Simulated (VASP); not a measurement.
# P in VASP: notebook, part 2 of 2

VASP 6.6.1. The steps go on from the part before.

### 3 Single point, PBEsol (atoms moved at random and the cell strained at random)

The input, INCAR:

```
PREC     = Accurate       # precision mode
ENCUT    = 520            # plane-wave cutoff, eV
EDIFF    = 1E-7           # SCF threshold, eV
ISMEAR   = 0              # smearing method
SIGMA    = 0.1            # smearing width, eV
LREAL    = False          # projectors in reciprocal space
LASPH    = True           # aspherical terms in the spheres
NELM     = 80             # most SCF steps
ALGO     = Normal         # electronic algorithm
ISIF     = 2              # what is computed and relaxed
LWAVE    = False          # write WAVECAR
LCHARG   = True           # write CHGCAR
GGA      = PS             # functional
LELF     = True           # ELF
LVHAR    = True         
NBANDS   = 12             # bands
```

The input, KPOINTS:

```
regular mesh
0
Gamma
  12 14 14
```

The input, POSCAR:

```
P
1.0
   -1.7205004193      2.6062386421      1.9443298739
    1.7711752364     -2.6374689036      2.0326952103
    1.6619473772      2.5980905498     -1.9865846465
P
2
Direct
    0.7899543939      0.0342095998      0.7638085948
    0.2100456061      0.9657904002      0.2361914052
```

Potentials or basis: VASP PAW PBE potentials, release 64 (P).

Launch:

```sh
> cat potpaw_PBE.64/P/POTCAR > POTCAR
> mpirun -np 1 vasp_std > vasp.out
```

OUTCAR:

```text
PREC = Accurate
   ENCUT = 520
   EDIFF = 1E-7
   ISMEAR = 0
   LREAL = False
   LASPH = True
   NELM = 80
   ISIF = 2
   GGA = PS

 ion  position               nearest neighbor table
   1  0.790  0.034  0.764-   2 2.44   2 2.47   2 2.52   2 2.71   2 2.76   2 2.87
   2  0.210  0.966  0.236-   1 2.44   1 2.47   1 2.52   1 2.71   1 2.76   1 2.87

  LATTYP: Found a triclinic cell.
 ALAT       =     3.6720157483
 B/A-ratio  =     1.0018272261
 C/A-ratio  =     0.9990711324
 COS(alpha) =     0.0036520242
 COS(beta)  =     0.4128106845
 COS(gamma) =     0.5636042272

  Lattice vectors:

 A1 = (  -1.7126221943,  -2.5668602883,  -1.9904404377)
 A2 = (   1.7205004193,  -2.6062386421,  -1.9443298739)
 A3 = (  -1.6619473772,  -2.5980905498,   1.9865846465)

Analysis of symmetry for initial positions (statically):
=====================================================================
 Subroutine PRICEL returns:
 Original cell was already a primitive cell.

 Routine SETGRP: Setting up the symmetry group for a
 triclinic supercell.

 Subroutine GETGRP returns: Found  2 space group operations
 (whereof  2 operations were pure point group operations)
 out of a pool of  2 trial point group operations.

The static configuration has the point symmetry S_2 .

Analysis of symmetry for dynamics (positions and initial velocities):
=====================================================================
 Subroutine PRICEL returns:
 Original cell was already a primitive cell.

 Routine SETGRP: Setting up the symmetry group for a
 triclinic supercell.

 Subroutine GETGRP returns: Found  2 space group operations
 (whereof  2 operations were pure point group operations)
 out of a pool of  2 trial point group operations.

The dynamic configuration has the point symmetry S_2 .

 Subroutine INISYM returns: Found  2 space group operations
 (whereof  2 operations are pure point group operations),
 and found     1 'primitive' translations

----------------------------------------------------------------------------------------

                                     Primitive cell

  volume of cell :      35.5161

  direct lattice vectors                    reciprocal lattice vectors
    -1.720500419  2.606238642  1.944329874    -0.001170483  0.194188571  0.252984040
     1.771175236 -2.637468904  2.032695210     0.288011826  0.005252428  0.247815658
     1.661947377  2.598090550 -1.986584647     0.293551274  0.195432510 -0.002205731

  length of vectors
     3.678725351  3.771624816  3.668604932     0.318922398  0.379988158  0.352662845

  position of ions in fractional coordinates (direct lattice)
     0.789954394  0.034209600  0.763808595
     0.210045606  0.965790400  0.236191405

  ion indices of the primitive-cell ions
   primitive index   ion index
                 1           1
                 2           2

----------------------------------------------------------------------------------------

 KPOINTS: regular mesh

Automatic generation of k-mesh.
 Grid dimensions read from file:
 generate k-points for:   12   14   14

 Generating k-lattice:

  Cartesian coordinates                     Fractional coordinates (reciprocal lattice)
    -0.000097540  0.016182381  0.021082003     0.083333333  0.000000000 -0.000000000
     0.020572273  0.000375173  0.017701118    -0.000000000  0.071428571  0.000000000
     0.020967948  0.013959465 -0.000157552    -0.000000000 -0.000000000  0.071428571

  Length of vectors
     0.026576866  0.027142011  0.025190203

  Shift w.r.t. Gamma in fractional coordinates (k-lattice)
     0.000000000  0.000000000  0.000000000

 Subroutine IBZKPT returns following result:
 ===========================================

 Found   1180 irreducible k-points:

 Following reciprocal coordinates:
            Coordinates               Weight
  0.000000  0.000000  0.000000      1.000000
  0.083333  0.000000  0.000000      2.000000
  0.166667  0.000000  0.000000      2.000000
  0.250000  0.000000  0.000000      2.000000
  0.333333  0.000000  0.000000      2.000000
  0.416667  0.000000  0.000000      2.000000
[... 16 lines left out ...]
  0.250000  0.142857 -0.000000      2.000000
  0.333333  0.142857  0.000000      2.000000
 [... further k-points ...]
   k-points           NKPTS =   1180   k-points in BZ     NKDIM =   1180   number of bands    NBANDS=     12
   number of dos      NEDOS =    301   number of ions     NIONS =      2
   total plane-waves  NPLWV =  21952
   dimension x,y,z NGX =    28 NGY =   28 NGZ =   28
   dimension x,y,z NGXF=    56 NGYF=   56 NGZF=   56
   ions per type =               2
   NGX,Y,Z   is equivalent  to a cutoff of  12.65, 12.34, 12.69 a.u.
   NGXF,Y,Z  is equivalent  to a cutoff of  25.31, 24.68, 25.38 a.u.
 SYSTEM =  unknown system
   PREC   = accura    normal or accurate (medium, high low for compatibility)
   ISTART =      0    job   : 0-new  1-cont  2-samecut
   ICHARG =      2    charge: 1-file 2-atom 10-const
   ISPIN  =      1    spin polarized calculation?
   LNONCOLLINEAR =      F non collinear calculations
   LSORBIT =      F    spin-orbit coupling
   LASPH  =      T    aspherical Exc in radial PAW
   ENCUT  =  520.0 eV  38.22 Ry    6.18 a.u.   6.84  7.01  6.82*2*pi/ulx,y,z
   NELM   =     80;   NELMIN=  2; NELMDL= -5     # of ELM steps
   EDIFF  = 0.1E-06   stopping-criterion for ELM
   LREAL  =      F    real-space projection
   EDIFFG = 0.1E-05   stopping-criterion for IOM
   NSW    =      0    number of steps for IOM
   IBRION =     -1    ionic relax: 0-MD 1-quasi-New 2-CG
   NFREE  =      0    steps in history (QN), initial steepest desc. (CG)
   ISIF   =      2    stress and relaxation
   ISYM   =      2    0-nonsym 1-usesym 2-fastsym
   POTIM  = 0.5000    time-step for ionic-motion
   TEBEG  =    0.0;   TEEND  =   0.0 temperature during run
   PSTRESS=    0.0 pullay stress
   NELECT =      10.0000    total number of electrons
   NUPDOWN=      -1.0000    fix difference up-down
   EMIN   =  10.00;   EMAX   =-10.00  energy-range for DOS
   EFERMI =   0.00;   METHOD = LEGACY
   ISMEAR =     0;   SIGMA  =   0.10  broadening in eV -4-tet -1-fermi 0-gaus
   EFERMI_NEDOS =   21; number of points for ismear=-14 and -15
   IALGO  =     38    algorithm
   IMIX   =      4    mixing-type and parameters
     AMIX     =   0.40;   BMIX     =  1.00
     AMIX_MAG =   1.60;   BMIX_MAG =  1.00
  volume/ion in A,a.u.               =      17.76       119.84
  Fermi-wavevector in a.u.,A,eV,Ry     =   1.073000  2.027676 15.664781  1.151329
  Thomas-Fermi vector in A             =   2.208787
   LORBIT       =      0    0 simple, 1 ext, 2 COOP (PROOUT), +10 PAW based schemes
   GGA     = PS    functional components
   LHFCALC =     F    Hartree Fock is set to
   AEXX    =    0.0000 exact exchange contribution
   IVDW    =     0    specifies the selected vdW correction
   LEPSILON=     F    determine dielectric tensor
   LRPA    =     F    only Hartree local field effects (RPA)
 non-spin polarized calculation
 Gauss-broadening in eV      SIGMA  =   0.10
  energy-cutoff  :      520.00
  volume of cell :       35.52
 maximum number of plane-waves:       978
   NGX = 13   NGY = 15   NGZ = 13

 number of electron      10.0000000 magnetization

 Free energy of the ion-electron system (eV)
  ---------------------------------------------------
  ext. energy  EPLUGINS =         0.00000000
  ---------------------------------------------------
  free energy    TOTEN  =       -11.20025500 eV

  energy without entropy =      -11.19757082  energy(sigma->0) =      -11.19891291

 E-fermi :   7.0385     XC(G=0): -10.5177

 val. band max:        7.0367351380   @ k =   0.5000   0.4286   0.1429
 cond. band min:       7.0464320723   @ k =   0.5000   0.1429   0.0714
 fundamental gap:      0.0096969344
 Fermi energy:         7.0384586033

 k-point     1 :       0.0000    0.0000    0.0000
  band No.  band energies     occupation
      1      -7.7344      2.00000
      2       3.1968      2.00000
      3       4.1675      2.00000
      4       5.0178      2.00000
      5       5.9666      2.00000
      6       9.6521      0.00000
      7      10.4850      0.00000
      8      10.9998      0.00000
      9      12.4648      0.00000
     10      13.3831      0.00000
     11      13.7546      0.00000
     12      14.2766      0.00000
[... 331 lines left out ...]
 k-point    24 :       0.3333    0.1429    0.0000
  band No.  band energies     occupation
      1      -5.4131      2.00000
      2      -2.6595      2.00000
      3       3.6797      2.00000
      4       4.2807      2.00000
      5       5.8698      2.00000
      6       8.2768      0.00000
      7       9.8709      0.00000
      8      10.4247      0.00000
      9      14.3202      0.00000
     10      16.2236      0.00000
     11      17.1883      0.00000
     12      19.3630      0.00000

 [... further k-points ...]
[... 5 lines left out ...]
  --------------------------------------------------------------------------------------
  -------------------------------------------------------------------------------------
  Total       -1.8930463     -2.7963945     -4.2059135      0.2487591      0.7290563     -0.2871856
  in kB      -85.3977558   -126.1489581   -189.7341761     11.2218428     32.8886705    -12.9553112
  external PRESSURE =    -133.7602967 kB  Pullay stress =       0.0000000 kB

 VOLUME and BASIS-vectors are now :
 -----------------------------------------------------------------------------
  energy-cutoff  :      520.00
  volume of cell :       35.52
      direct lattice vectors                 reciprocal lattice vectors
    -1.720500419  2.606238642  1.944329874    -0.001170483  0.194188571  0.252984040
     1.771175236 -2.637468904  2.032695210     0.288011826  0.005252428  0.247815658
     1.661947377  2.598090550 -1.986584647     0.293551274  0.195432510 -0.002205731

 POSITION                                       TOTAL-FORCE (eV/Angst)
 -----------------------------------------------------------------------------------
     -0.02912      3.95303      0.08810        -0.021067      0.304323      1.265770
      1.74174     -1.38617      1.90234         0.021067     -0.304323     -1.265770
 -----------------------------------------------------------------------------------
    total drift:                               -0.000000      0.000000      0.000000

  FREE ENERGIE OF THE ION-ELECTRON SYSTEM (eV)
  ---------------------------------------------------
  free  energy   TOTEN  =       -11.2002550012 eV

  energy  without entropy=      -11.1975708226  energy(sigma->0) =      -11.19891291
```

It took 5 min on 1 thread of Intel Xeon Platinum 8375C at 2.90GHz (Ice Lake), shared host; peak memory 0.46 GiB.

Results:

```yaml
Free_energy: -11.2003 eV
Pressure: -13.4 GPa
Largest_force: 1.302 eV/Å
Band_gap_on_the_k_mesh: zero (bands 5 and 6 overlap by 1.50 eV)
```

Forces on the atoms (eV/Å):
```
P   -0.021  0.304  1.266
P    0.021 -0.304 -1.266
```

Stress tensor (GPa, compression positive):
```
 -8.54   1.12  -1.30
  1.12 -12.61   3.29
 -1.30   3.29 -18.97
```

Caveat: the cell differs from its parent crystal (atoms moved at random and the cell strained at random); the cell stands under tension; the PAW data sets were made with another functional, which shifts forces and pressure a little.
